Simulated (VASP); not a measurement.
The system is AlPt.

```
Al Pt
1.0
     3.09030    0.00000    0.00000
     0.00000    3.09030    0.00000
     0.00000    0.00000    3.09030
Al Pt
1 1
Direct
  0.00000 0.00000 0.00000
  0.50000 0.50000 0.50000
```

- Program: VASP 6.6.1
- Task: relaxation of cell and atoms
- Functional: PBEsol
- Potentials or basis: VASP PAW PBE potentials, release 64 (Al, Pt)
- Cutoff: 600 eV
- k mesh: 14 × 14 × 14
- Occupations: gaussian, width 0.1 eV
- Spin: no spin polarisation

At the start: pressure -5.5 GPa; volume 14.76 Å³/atom.

Problem. Where does the relaxation end?

Solution. Over 4 steps the energy falls by 7.6 meV/atom and the volume is 14.32 Å³/atom (-2.9 %); space group Pm-3m (No. 221, to 0.05 Å).

Step by step:
| step | energy change (eV) | largest force (eV/Å) | pressure (GPa) | volume (Å³) |
| --- | --- | --- | --- | --- |
| 1 | 0.0000 | 0.0000 | -5.54 | 29.51 |
| 2 | 0.0234 | 0.0000 | 10.20 | 27.39 |
| 3 | -0.0153 | 0.0000 | -0.07 | 28.67 |
| 4 | -0.0153 | 0.0000 | 0.05 | 28.65 |

Final structure:
```cif
data_structure
_symmetry_space_group_name_H-M 'P 1'
_symmetry_Int_Tables_number 1
_cell_length_a 3.0599
_cell_length_b 3.0599
_cell_length_c 3.0599
_cell_angle_alpha 90.000
_cell_angle_beta 90.000
_cell_angle_gamma 90.000
_cell_volume 28.65
loop_
_atom_site_label
_atom_site_type_symbol
_atom_site_fract_x
_atom_site_fract_y
_atom_site_fract_z
_atom_site_occupancy
Al1 Al 0.00000 0.00000 0.00000 1
Pt1 Pt 0.50000 0.50000 0.50000 1
```

Caveat: the PAW data sets were made with another functional, which shifts forces and pressure a little.
